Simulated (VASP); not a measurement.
# Ir4C in VASP: single point with PBE

Aim: the single point of Ir4C with PBE.

All numbers are computed with VASP 6.6.1; they aren't measurements. Logs are shortened: lines on timing, memory, paths and dates and some standing lists are left out, and cuts for length are marked.

### 1 The cell of the first run

The cell holds a slab with vacuum, 5 atoms: a = 2.737 Å, b = 3.870 Å, c = 19.460 Å, α = 90.00°, β = 90.00°, γ = 90.00°.

### 2 Single point, PBE

Contents of INCAR:

```
  ALGO = Normal
  DIPOL = 0.5 0.5 0.338
  EDIFF = 1E-6
  ENCUT = 520
  GGA = PE
  IDIPOL = 3
  ISIF = 2
  ISMEAR = 0
  LASPH = True
  LCHARG = False
  LDIPOL = True
  LREAL = False
  LWAVE = False
  NBANDS = 28
  NELM = 100
  PREC = Accurate
  SIGMA = 0.1
```

Contents of KPOINTS:

```
k-points
0
Gamma
  10 7 1
```

Contents of POSCAR:

```
Ir4C
1.0
    2.7367600872      0.0000000000      0.0000000000
    0.0000000000      3.8703632323      0.0000000000
    0.0000000000      0.0000000000     19.4599433759
Ir C
4 1
Direct
    0.5000000000      0.5000000000      0.2055504439
    0.0000000000      0.0000000000      0.2758682253
    0.5000000000      0.5000000000      0.3454282604
    0.0000000000      0.0000000000      0.4090424737
    0.1666666667      0.3750000000      0.4556259018
```

Potentials or basis: VASP PAW PBE potentials, release 64 (Ir, C).

On the command line:

```console
> cat potpaw_PBE.64/Ir/POTCAR potpaw_PBE.64/C/POTCAR > POTCAR
> mpirun -np 1 vasp_std > vasp.out
```

OUTCAR:

```text
EDIFF = 1E-6
   ENCUT = 520
   GGA = PE
   ISIF = 2
   ISMEAR = 0
   LASPH = True
   LREAL = False
   NELM = 100
   PREC = Accurate

 ion  position               nearest neighbor table
   1  0.500  0.500  0.206-   3 2.72   2 2.74   2 2.74   2 2.74   2 2.74
   2  0.000  0.000  0.276-   4 2.59   3 2.73   3 2.73   3 2.73   3 2.73   1 2.74   1 2.74   1 2.74
                             1 2.74
   3  0.500  0.500  0.345-   5 2.38   4 2.67   4 2.67   4 2.67   4 2.67   1 2.72   2 2.73   2 2.73
                             2 2.73   2 2.73
   4  0.000  0.000  0.409-   5 1.77   2 2.59   5 2.62   3 2.67   3 2.67   3 2.67   3 2.67
   5  0.167  0.375  0.456-   4 1.77   3 2.38   4 2.62

  LATTYP: Found a simple orthorhombic cell.
 ALAT       =     2.7367600872
 B/A-ratio  =     1.4142135624
 C/A-ratio  =     7.1105770166

  Lattice vectors:

 A1 = (   2.7367600872,   0.0000000000,   0.0000000000)
 A2 = (   0.0000000000,   3.8703632323,   0.0000000000)
 A3 = (   0.0000000000,   0.0000000000,  19.4599433759)

Analysis of symmetry for initial positions (statically):
=====================================================================
 Subroutine PRICEL returns:
 Original cell was already a primitive cell.

 Routine SETGRP: Setting up the symmetry group for a
 simple orthorhombic supercell.

 Subroutine GETGRP returns: Found  1 space group operations
 (whereof  1 operations were pure point group operations)
 out of a pool of  8 trial point group operations.

The static configuration has the point symmetry C_1 .

Analysis of symmetry for dynamics (positions and initial velocities):
=====================================================================
 Subroutine PRICEL returns:
 Original cell was already a primitive cell.

 Routine SETGRP: Setting up the symmetry group for a
 simple orthorhombic supercell.

 Subroutine GETGRP returns: Found  1 space group operations
 (whereof  1 operations were pure point group operations)
 out of a pool of  8 trial point group operations.

The dynamic configuration has the point symmetry C_1 .

 Subroutine INISYM returns: Found  1 space group operations
 (whereof  1 operations are pure point group operations),
 and found     1 'primitive' translations

----------------------------------------------------------------------------------------

                                     Primitive cell

  volume of cell :     206.1247

  direct lattice vectors                    reciprocal lattice vectors
     2.736760087  0.000000000  0.000000000     0.365395566  0.000000000  0.000000000
     0.000000000  3.870363232  0.000000000     0.000000000  0.258373682  0.000000000
     0.000000000  0.000000000 19.459943376     0.000000000  0.000000000  0.051387611

  length of vectors
     2.736760087  3.870363232 19.459943376     0.365395566  0.258373682  0.051387611

  position of ions in fractional coordinates (direct lattice)
     0.500000000  0.500000000  0.205550444
     0.000000000  0.000000000  0.275868225
     0.500000000  0.500000000  0.345428260
     0.000000000  0.000000000  0.409042474
     0.166666667  0.375000000  0.455625902

  ion indices of the primitive-cell ions
   primitive index   ion index
                 1           1
                 2           2
                 3           3
                 4           4
                 5           5

----------------------------------------------------------------------------------------

 KPOINTS: k-points

Automatic generation of k-mesh.
 Grid dimensions read from file:
 generate k-points for:   10    7    1

 Generating k-lattice:

  Cartesian coordinates                     Fractional coordinates (reciprocal lattice)
     0.036539557  0.000000000  0.000000000     0.100000000  0.000000000  0.000000000
     0.000000000  0.036910526  0.000000000     0.000000000  0.142857143  0.000000000
     0.000000000  0.000000000  0.051387611     0.000000000  0.000000000  1.000000000

  Length of vectors
     0.036539557  0.036910526  0.051387611

  Shift w.r.t. Gamma in fractional coordinates (k-lattice)
     0.000000000  0.000000000  0.000000000

 Subroutine IBZKPT returns following result:
 ===========================================

 Found     36 irreducible k-points:

 Following reciprocal coordinates:
            Coordinates               Weight
  0.000000  0.000000  0.000000      1.000000
  0.100000  0.000000  0.000000      2.000000
  0.200000  0.000000  0.000000      2.000000
  0.300000  0.000000  0.000000      2.000000
  0.400000  0.000000  0.000000      2.000000
  0.500000  0.000000  0.000000      1.000000
[... 16 lines left out ...]
  0.300000 -0.285714  0.000000      2.000000
  0.400000  0.285714  0.000000      2.000000
 [... further k-points ...]
   k-points           NKPTS =     36   k-points in BZ     NKDIM =     36   number of bands    NBANDS=     28
   number of dos      NEDOS =    301   number of ions     NIONS =      5
   total plane-waves  NPLWV =  90000
   dimension x,y,z NGX =    20 NGY =   30 NGZ =  150
   dimension x,y,z NGXF=    40 NGYF=   60 NGZF=  300
   ions per type =               4   1
   NGX,Y,Z   is equivalent  to a cutoff of  12.15, 12.89, 12.81 a.u.
   NGXF,Y,Z  is equivalent  to a cutoff of  24.30, 25.77, 25.63 a.u.
 SYSTEM =  unknown system
   PREC   = accura    normal or accurate (medium, high low for compatibility)
   ISTART =      0    job   : 0-new  1-cont  2-samecut
   ICHARG =      2    charge: 1-file 2-atom 10-const
   ISPIN  =      1    spin polarized calculation?
   LNONCOLLINEAR =      F non collinear calculations
   LSORBIT =      F    spin-orbit coupling
   LASPH  =      T    aspherical Exc in radial PAW
   ENCUT  =  520.0 eV  38.22 Ry    6.18 a.u.   5.09  7.20 36.18*2*pi/ulx,y,z
   NELM   =    100;   NELMIN=  2; NELMDL= -5     # of ELM steps
   EDIFF  = 0.1E-05   stopping-criterion for ELM
   LREAL  =      F    real-space projection
   EDIFFG = 0.1E-04   stopping-criterion for IOM
   NSW    =      0    number of steps for IOM
   IBRION =     -1    ionic relax: 0-MD 1-quasi-New 2-CG
   NFREE  =      0    steps in history (QN), initial steepest desc. (CG)
   ISIF   =      2    stress and relaxation
   ISYM   =      2    0-nonsym 1-usesym 2-fastsym
   POTIM  = 0.5000    time-step for ionic-motion
   TEBEG  =    0.0;   TEEND  =   0.0 temperature during run
   PSTRESS=    0.0 pullay stress
   NELECT =      40.0000    total number of electrons
   NUPDOWN=      -1.0000    fix difference up-down
   EMIN   =  10.00;   EMAX   =-10.00  energy-range for DOS
   EFERMI =   0.00;   METHOD = LEGACY
   ISMEAR =     0;   SIGMA  =   0.10  broadening in eV -4-tet -1-fermi 0-gaus
   EFERMI_NEDOS =   21; number of points for ismear=-14 and -15
   IALGO  =     38    algorithm
   IMIX   =      4    mixing-type and parameters
     AMIX     =   0.40;   BMIX     =  1.00
     AMIX_MAG =   1.60;   BMIX_MAG =  1.00
  volume/ion in A,a.u.               =      41.22       278.20
  Fermi-wavevector in a.u.,A,eV,Ry     =   0.947803  1.791088 12.222533  0.898331
  Thomas-Fermi vector in A             =   2.075931
   LORBIT       =      0    0 simple, 1 ext, 2 COOP (PROOUT), +10 PAW based schemes
   GGA     = PE    functional components
   LHFCALC =     F    Hartree Fock is set to
   AEXX    =    0.0000 exact exchange contribution
   IVDW    =     0    specifies the selected vdW correction
   LEPSILON=     F    determine dielectric tensor
   LRPA    =     F    only Hartree local field effects (RPA)
 non-spin polarized calculation
 Gauss-broadening in eV      SIGMA  =   0.10
  energy-cutoff  :      520.00
  volume of cell :      206.12
 maximum number of plane-waves:      5602
   NGX = 11   NGY = 15   NGZ = 73

 dipolmoment           0.000000      0.000000     -0.279802 electrons x Angstroem

 number of electron      39.9999997 magnetization

 dipolmoment           0.000000      0.000000      0.027097 electrons x Angstroem

 Free energy of the ion-electron system (eV)
  ---------------------------------------------------
  ext. energy  EPLUGINS =         0.00000000
  ---------------------------------------------------
  free energy    TOTEN  =       -38.11678567 eV

  energy without entropy =      -38.08343888  energy(sigma->0) =      -38.10011228

 E-fermi :  -0.8042     XC(G=0):  -5.3344

 val. band max:       -0.8180130725   @ k =   0.4000  -0.4286   0.0000
 cond. band min:      -0.7931944840   @ k =   0.5000   0.0000   0.0000
 fundamental gap:      0.0248185885
 Fermi energy:        -0.8041536276

 k-point     1 :       0.0000    0.0000    0.0000
  band No.  band energies     occupation
      1     -13.4099      2.00000
      2      -9.8239      2.00000
      3      -8.0875      2.00000
      4      -7.3806      2.00000
      5      -7.0246      2.00000
      6      -6.4725      2.00000
[... 20 lines left out ...]
     27       2.7552      0.00000
     28       3.8582      0.00000

 k-point     2 :       0.1000    0.0000    0.0000
  band No.  band energies     occupation
      1     -13.2709      2.00000
      2      -9.6084      2.00000
      3      -7.8455      2.00000
      4      -7.1974      2.00000
      5      -6.9339      2.00000
      6      -6.2303      2.00000
[... 20 lines left out ...]
     27       3.1074      0.00000
     28       4.1330      0.00000

 k-point     3 :       0.2000    0.0000    0.0000
  band No.  band energies     occupation
      1     -12.9029      2.00000
      2      -9.0507      2.00000
      3      -7.3877      2.00000
      4      -7.0044      2.00000
      5      -6.7399      2.00000
      6      -6.0784      2.00000
[... 20 lines left out ...]
     27       3.8865      0.00000
     28       4.9245      0.00000

 k-point     4 :       0.3000    0.0000    0.0000
  band No.  band energies     occupation
      1     -12.4325      2.00000
      2      -8.4247      2.00000
      3      -7.4159      2.00000
      4      -7.2185      2.00000
      5      -6.9194      2.00000
      6      -6.1370      2.00000
[... 20 lines left out ...]
     27       4.4616      0.00000
     28       5.8691      0.00000

 k-point     5 :       0.4000    0.0000    0.0000
  band No.  band energies     occupation
      1     -12.0292      2.00000
      2      -8.0938      2.00000
      3      -7.7112      2.00000
      4      -7.4929      2.00000
      5      -7.1853      2.00000
      6      -6.4329      2.00000
[... 20 lines left out ...]
     27       4.1241      0.00000
     28       5.1901      0.00000

 k-point     6 :       0.5000    0.0000    0.0000
  band No.  band energies     occupation
      1     -11.8673      2.00000
      2      -8.1008      2.00000
      3      -7.7414      2.00000
      4      -7.6543      2.00000
      5      -7.2063      2.00000
      6      -6.5987      2.00000
[... 463 lines left out ...]
      5      -6.4223      2.00000
      6      -6.2438      2.00000
[... 20 lines left out ...]
     27       3.1083      0.00000
     28       4.5010      0.00000

 k-point    22 :       0.3000    0.2857    0.0000
  band No.  band energies     occupation
      1     -12.0123      2.00000
      2      -8.2018      2.00000
      3      -7.2179      2.00000
      4      -6.8850      2.00000
      5      -6.4022      2.00000
      6      -6.2197      2.00000
[... 20 lines left out ...]
     27       3.9690      0.00000
     28       5.3268      0.00000

 k-point    23 :       0.3000   -0.2857    0.0000
  band No.  band energies     occupation
      1     -12.0919      2.00000
      2      -7.8025      2.00000
      3      -7.2065      2.00000
      4      -6.8525      2.00000
      5      -6.6084      2.00000
      6      -6.2683      2.00000
[... 20 lines left out ...]
     27       3.9519      0.00000
     28       5.4870      0.00000

 k-point    24 :       0.4000    0.2857    0.0000
  band No.  band energies     occupation
      1     -11.6803      2.00000
      2      -8.1062      2.00000
      3      -7.4710      2.00000
      4      -7.1114      2.00000
      5      -6.6766      2.00000
      6      -6.3131      2.00000
[... 20 lines left out ...]
     27       4.4626      0.00000
     28       5.6783      0.00000

 [... further k-points ...]

------------------------ aborting loop because EDIFF is reached ----------------------------------------

 vacuum level on the upper side and lower side of the slab       (xc-potential included)         0.022        -0.419

  FORCE on cell =-STRESS in cart. coord.  units (eV):
  Direction    XX          YY          ZZ          XY          YZ          ZX
  --------------------------------------------------------------------------------------
  -------------------------------------------------------------------------------------
  Total       -0.9320886      0.8234598      2.4804936      1.3731408      3.8440173      1.0302009
  in kB       -7.2449896      6.4006337     19.2805168     10.6732245     29.8789883      8.0076021
  external PRESSURE =       6.1453870 kB  Pullay stress =       0.0000000 kB

 VOLUME and BASIS-vectors are now :
 -----------------------------------------------------------------------------
  energy-cutoff  :      520.00
  volume of cell :      206.12
      direct lattice vectors                 reciprocal lattice vectors
     2.736760087  0.000000000  0.000000000     0.365395566  0.000000000  0.000000000
     0.000000000  3.870363232  0.000000000     0.000000000  0.258373682  0.000000000
     0.000000000  0.000000000 19.459943376     0.000000000  0.000000000  0.051387611

 POSITION                                       TOTAL-FORCE (eV/Angst)
 -----------------------------------------------------------------------------------
      1.36838      1.93518      4.00000         0.064827      0.080180      1.140780
      0.00000      0.00000      5.36838        -0.273954     -0.622942     -2.332251
      1.36838      1.93518      6.72201        -0.301541      0.001136     -0.568196
      0.00000      0.00000      7.95994         0.285878     -2.269437      1.440006
      0.45613      1.45139      8.86645         0.224790      2.811063      0.319661
 -----------------------------------------------------------------------------------
    total drift:                               -0.000016      0.000060     -0.000234

  FREE ENERGIE OF THE ION-ELECTRON SYSTEM (eV)
  ---------------------------------------------------
  free  energy   TOTEN  =       -38.1167856696 eV

  energy  without entropy=      -38.0834388832  energy(sigma->0) =      -38.10011228

 vacuum level on the upper side and lower side of the slab         4.867         4.412
```

Wall time 13 min (1 thread of Intel Xeon 8259CL, shared host); peak memory 0.4 GiB.

What came out:

```
Free energy            : -38.1168 eV
Largest force          : 2.838 eV/Å
Band gap on the k mesh : zero (bands 20 and 21 overlap by 1.00 eV)
```

Forces on the atoms (eV/Å):
```
Ir   0.065  0.080  1.141
Ir  -0.274 -0.623 -2.332
Ir  -0.302  0.001 -0.568
Ir   0.286 -2.269  1.440
C    0.225  2.811  0.320
```

Caveat: spin-orbit coupling is left out, which moves the levels of the heavy elements.

The gap in the log of VASP goes by the Fermi energy; the results here count the filled bands.